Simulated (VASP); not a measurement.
# Be (Pm-3m) in VASP: a series of runs

Be is run at these levels: PBE; tasks: single point, relaxation of cell and atoms.

Everything below comes from runs of VASP 6.6.1. Logs are shortened: lines on timing, memory, paths and dates and some standing lists are left out, and cuts for length are marked.

### 1 The cell of the first run

Symmetry: Pm-3m, No. 221, cubic system. The conventional cell has a = 1.751 Å, b = 1.751 Å, c = 1.751 Å, α = 90.00°, β = 90.00°, γ = 90.00°. Within 2.3 Å of Be (site symmetry m-3m) lie 6 Be at 1.75 Å.

This isn't the form of Be at room conditions, which is hcp.

### 2 Single point, PBE

INCAR

```
  ALGO = Normal
  EDIFF = 1E-6
  ENCUT = 600
  GGA = PE
  GGA_COMPAT = F
  ISIF = 2
  ISMEAR = -1
  LASPH = T
  LCHARG = F
  LREAL = F
  LWAVE = F
  NBANDS = 7
  NELM = 120
  PREC = Accurate
  SIGMA = 0.05
```

KPOINTS

```
k-points
0
Gamma
  22 22 22
```

POSCAR

```
Be
1.0
    1.7513700689      0.0000000000      0.0000000000
    0.0000000000      1.7513700689      0.0000000000
    0.0000000000      0.0000000000      1.7513700689
Be
1
Direct
    0.0000000000      0.0000000000      0.0000000000
```

Potentials or basis: VASP PAW PBE potentials, release 64 (Be).

Run with:

```sh
> cat potpaw_PBE.64/Be/POTCAR > POTCAR
> mpirun -np 1 vasp_std > vasp.out
```

OUTCAR:

```text
EDIFF = 1E-6
   ENCUT = 600
   GGA = PE
   ISIF = 2
   ISMEAR = -1
   LASPH = T
   LREAL = F
   NELM = 120
   PREC = Accurate

 ion  position               nearest neighbor table
   1  0.000  0.000  0.000-

  LATTYP: Found a simple cubic cell.
 ALAT       =     1.7513700689

  Lattice vectors:

 A1 = (   1.7513700689,   0.0000000000,   0.0000000000)
 A2 = (   0.0000000000,   1.7513700689,   0.0000000000)
 A3 = (   0.0000000000,   0.0000000000,   1.7513700689)

Analysis of symmetry for initial positions (statically):
=====================================================================
 Subroutine PRICEL returns:
 Original cell was already a primitive cell.

 Routine SETGRP: Setting up the symmetry group for a
 simple cubic supercell.

 Subroutine GETGRP returns: Found 48 space group operations
 (whereof 48 operations were pure point group operations)
 out of a pool of 48 trial point group operations.

The static configuration has the point symmetry O_h .

Analysis of symmetry for dynamics (positions and initial velocities):
=====================================================================
 Subroutine PRICEL returns:
 Original cell was already a primitive cell.

 Routine SETGRP: Setting up the symmetry group for a
 simple cubic supercell.

 Subroutine GETGRP returns: Found 48 space group operations
 (whereof 48 operations were pure point group operations)
 out of a pool of 48 trial point group operations.

The dynamic configuration has the point symmetry O_h .

 Subroutine INISYM returns: Found 48 space group operations
 (whereof 48 operations are pure point group operations),
 and found     1 'primitive' translations

----------------------------------------------------------------------------------------

                                     Primitive cell

  volume of cell :       5.3720

  direct lattice vectors                    reciprocal lattice vectors
     1.751370069  0.000000000  0.000000000     0.570981552  0.000000000  0.000000000
     0.000000000  1.751370069  0.000000000     0.000000000  0.570981552  0.000000000
     0.000000000  0.000000000  1.751370069     0.000000000  0.000000000  0.570981552

  length of vectors
     1.751370069  1.751370069  1.751370069     0.570981552  0.570981552  0.570981552

  position of ions in fractional coordinates (direct lattice)
     0.000000000  0.000000000  0.000000000

  ion indices of the primitive-cell ions
   primitive index   ion index
                 1           1

[... 65 lines left out ...]
   ISPIN  =      1    spin polarized calculation?
   LNONCOLLINEAR =      F non collinear calculations
   LSORBIT =      F    spin-orbit coupling
   LASPH  =      T    aspherical Exc in radial PAW
   ENCUT  =  600.0 eV  44.10 Ry    6.64 a.u.   3.50  3.50  3.50*2*pi/ulx,y,z
   NELM   =    120;   NELMIN=  2; NELMDL= -5     # of ELM steps
   EDIFF  = 0.1E-05   stopping-criterion for ELM
   LREAL  =      F    real-space projection
[... 7 lines left out ...]
   TEBEG  =    0.0;   TEEND  =   0.0 temperature during run
   PSTRESS=    0.0 pullay stress
   NELECT =       2.0000    total number of electrons
   NUPDOWN=      -1.0000    fix difference up-down
   EMIN   =  10.00;   EMAX   =-10.00  energy-range for DOS
   EFERMI =   0.00;   METHOD = LEGACY
   ISMEAR =    -1;   SIGMA  =   0.05  broadening in eV -4-tet -1-fermi 0-gaus
   EFERMI_NEDOS =   21; number of points for ismear=-14 and -15
   IALGO  =     38    algorithm
   IMIX   =      4    mixing-type and parameters
     AMIX     =   0.40;   BMIX     =  1.00
     AMIX_MAG =   1.60;   BMIX_MAG =  1.00
  volume/ion in A,a.u.               =       5.37        36.25
  Fermi-wavevector in a.u.,A,eV,Ry     =   1.177715  2.225559 18.871455  1.387013
  Thomas-Fermi vector in A             =   2.314057
   LORBIT       =      0    0 simple, 1 ext, 2 COOP (PROOUT), +10 PAW based schemes
   GGA     = PE    functional components
   LHFCALC =     F    Hartree Fock is set to
   AEXX    =    0.0000 exact exchange contribution
   IVDW    =     0    specifies the selected vdW correction
   LEPSILON=     F    determine dielectric tensor
   LRPA    =     F    only Hartree local field effects (RPA)
 non-spin polarized calculation
  energy-cutoff  :      600.00
  volume of cell :        5.37
 maximum number of plane-waves:       187
 NGX is ok and might be reduce to    14
   NGX =  7   NGY =  7   NGZ =  7

 number of electron       2.0000000 magnetization

 Free energy of the ion-electron system (eV)
  ---------------------------------------------------
  ext. energy  EPLUGINS =         0.00000000
  ---------------------------------------------------
  free energy    TOTEN  =        -1.41595470 eV

  energy without entropy =       -1.41272996  energy(sigma->0) =       -1.41434233

 E-fermi :  11.4205     XC(G=0): -11.9500

 val. band max:       11.3949515067   @ k =   0.4545   0.2273   0.0000
 cond. band min:      11.4272371669   @ k =   0.5000   0.1818   0.1818
 fundamental gap:      0.0322856603
 Fermi energy:        11.4205031108

 k-point     1 :       0.0000    0.0000    0.0000
  band No.  band energies     occupation
      1      -2.7378      2.00000
      2      32.2818      0.00000
      3      32.2818      0.00000
      4      32.2818      0.00000
      5      38.9310      0.00000
      6      38.9310      0.00000
      7      56.5828      0.00000
[... 221 lines left out ...]
 k-point    24 :       0.0909    0.0909    0.0000
  band No.  band energies     occupation
      1      -2.2327      2.00000
      2      27.0642      0.00000
      3      30.2091      0.00000
      4      32.9637      0.00000
      5      42.2830      0.00000
      6      45.6363      0.00000
      7      55.0833      0.00000

 [... further k-points ...]

------------------------ aborting loop because EDIFF is reached ----------------------------------------

  FORCE on cell =-STRESS in cart. coord.  units (eV):
  Direction    XX          YY          ZZ          XY          YZ          ZX
  --------------------------------------------------------------------------------------
  -------------------------------------------------------------------------------------
  Total        4.7169590      4.7169590      4.7169590      0.0000000      0.0000000     -0.0000000
  in kB     1406.8212282   1406.8212282   1406.8212282      0.0000000      0.0000000     -0.0000000
  external PRESSURE =    1406.8212282 kB  Pullay stress =       0.0000000 kB

 VOLUME and BASIS-vectors are now :
 -----------------------------------------------------------------------------
  energy-cutoff  :      600.00
  volume of cell :        5.37
      direct lattice vectors                 reciprocal lattice vectors
     1.751370069  0.000000000  0.000000000     0.570981552  0.000000000  0.000000000
     0.000000000  1.751370069  0.000000000     0.000000000  0.570981552  0.000000000
     0.000000000  0.000000000  1.751370069     0.000000000  0.000000000  0.570981552

 POSITION                                       TOTAL-FORCE (eV/Angst)
 -----------------------------------------------------------------------------------
      0.00000      0.00000      0.00000         0.000000      0.000000      0.000000
 -----------------------------------------------------------------------------------
    total drift:                               -0.000000     -0.000000     -0.000000

  FREE ENERGIE OF THE ION-ELECTRON SYSTEM (eV)
  ---------------------------------------------------
  free  energy   TOTEN  =        -1.4159547025 eV

  energy  without entropy=       -1.4127299595  energy(sigma->0) =       -1.41434233
```

stdout:

```text
POSCAR found type information on POSCAR Be
 POSCAR found :  1 types and       1 ions
 scaLAPACK will be used
 LDA part: xc-table for (Slater+PW92), standard interpolation
 POSCAR, INCAR and KPOINTS ok, starting setup
 FFT: planning ... GRIDC
 FFT: planning ... GRID_SOFT
 FFT: planning ... GRID
 WAVECAR not read
 entering main loop
```

Wall time 2.8 s (1 thread of Intel Xeon 6975P-C (Granite Rapids), shared host); peak memory 0.11 GiB.

What came out:

```
Free energy            : -1.4160 eV
Pressure               : 140.7 GPa
Band gap on the k mesh : zero (bands 1 and 2 overlap by 8.71 eV)
```

Caveat: the cell stands under pressure.

### 3 Single point, PBE

INCAR

```
ALGO = Normal
EDIFF = 1E-6
ENCUT = 600
GGA = PE
GGA_COMPAT = False
ISIF = 2
ISMEAR = -1
LASPH = True
LCHARG = False
LREAL = False
LWAVE = False
NBANDS = 7
NELM = 120
PREC = Accurate
SIGMA = 0.05
```

KPOINTS is that of step 2.

POSCAR

```
Be
1.0
    1.7510693229      0.0000000000      0.0000000000
    0.0000000000      1.7510693229      0.0000000000
    0.0000000000      0.0000000000      1.7510693229
Be
1
Direct
    0.0000000000      0.0000000000      0.0000000000
```

Potentials or basis: VASP PAW PBE potentials, release 64 (Be).

Run with:

```sh
> cat potpaw_PBE.64/Be/POTCAR > POTCAR
> mpirun -np 1 vasp_std > vasp.out
```

It took 2.8 s on 1 thread of Intel Xeon 6975P-C (Granite Rapids), shared host; peak memory 0.11 GiB.

The run converged. Its results:

* Free energy: -1.4135 eV
* Pressure: 140.9 GPa
* Band gap on the k mesh: zero (bands 1 and 2 overlap by 8.71 eV)

Levels at points of the mesh, in eV from the Fermi level:
| k point | band 1 | band 2 | band 3 | band 4 | band 5 |
| --- | --- | --- | --- | --- | --- |
| (0.00, 0.00, 0.00) | -14.16 | 20.87 | 20.87 | 20.87 | 27.52 |
| (0.50, 0.00, 0.00) | -8.98 | -0.76 | 27.48 | 27.48 | 36.89 |
| (0.50, 0.50, 0.00) | -0.07 | -0.07 | 7.33 | 14.76 | 33.01 |
| (0.50, 0.50, 0.50) | 7.95 | 7.95 | 7.95 | 17.78 | 17.78 |

Caveat: the cell stands under pressure.

### 4 Relaxation of cell and atoms, PBE, target pressure 140 GPa, at which the enthalpy is minimised

This run uses another cell than the first one, of 4.95 Å³/atom.

INCAR

```
PREC = Accurate
ENCUT = 600
EDIFF = 1E-7
ISMEAR = -1
SIGMA = 0.05
LREAL = F
LASPH = T
NELM = 120
ALGO = Normal
ISIF = 3
LWAVE = F
LCHARG = F
GGA = PE
IBRION = 2
NSW = 60
EDIFFG = -0.005
PSTRESS = 1400.0
GGA_COMPAT = F
NELMIN = 4
```

KPOINTS

```
regular mesh
0
Gamma
  22 22 22
```

POSCAR

```
Be
1.0
    1.7038654190      0.0000000000      0.0000000000
    0.0000000000      1.7038654190      0.0000000000
    0.0000000000      0.0000000000      1.7038654190
Be
1
Direct
    0.0000000000      0.0000000000      0.0000000000
```

Run with:

```sh
> cat potpaw_PBE.64/Be/POTCAR > POTCAR
> mpirun -np 1 vasp_std > vasp.out
```

Run time: 5 s. Hardware: 1 thread of Intel Xeon 6975P-C (Granite Rapids), shared host; peak memory 0.11 GiB.

The run converged. Its results:

* Free energy: -1.4222 eV
* Relaxed volume: 5.38 Å³/atom
* Relaxed cell: a = 1.752 Å, b = 1.752 Å, c = 1.752 Å, α = 90.00°, β = 90.00°, γ = 90.00°
* Space group after relaxing (to 0.1 Å): Pm-3m (No. 221)
* Energy change on relaxing (the run minimises the enthalpy): -430.0 meV/atom
* Ionic steps: 4
* Pressure after relaxing: 140.1 GPa
* Band gap on the k mesh: zero (bands 1 and 2 overlap by 8.71 eV)

The path:
| step | energy change (eV) | largest force (eV/Å) | pressure (GPa) | volume (Å³) |
| --- | --- | --- | --- | --- |
| 1 | 0.0000 | 0.0000 | 180.04 | 4.95 |
| 2 | -0.8138 | 0.0000 | 104.62 | 5.89 |
| 3 | -0.4379 | 0.0000 | 139.37 | 5.39 |
| 4 | -0.4300 | 0.0000 | 140.10 | 5.38 |

Final structure:
```yaml
crystal:
  lattice:
    - [1.75215, 0.00000, 0.00000]
    - [0.00000, 1.75215, 0.00000]
    - [0.00000, 0.00000, 1.75215]
  atoms:
    - { symbol: Be, position: [0.00000, 0.00000, 0.00000] }
```

Levels at points of the mesh, in eV from the Fermi level:
| k point | band 1 | band 2 | band 3 | band 4 | band 5 |
| --- | --- | --- | --- | --- | --- |
| (0.00, 0.00, 0.00) | -14.15 | 20.84 | 20.84 | 20.84 | 27.49 |
| (0.50, 0.00, 0.00) | -8.97 | -0.77 | 27.44 | 27.44 | 36.85 |
| (0.50, 0.50, 0.00) | -0.06 | -0.06 | 7.33 | 14.74 | 32.97 |
| (0.50, 0.50, 0.50) | 7.94 | 7.94 | 7.94 | 17.76 | 17.76 |

Caveat: the cell is relaxed towards a set pressure, so the run minimises the enthalpy, not the energy.
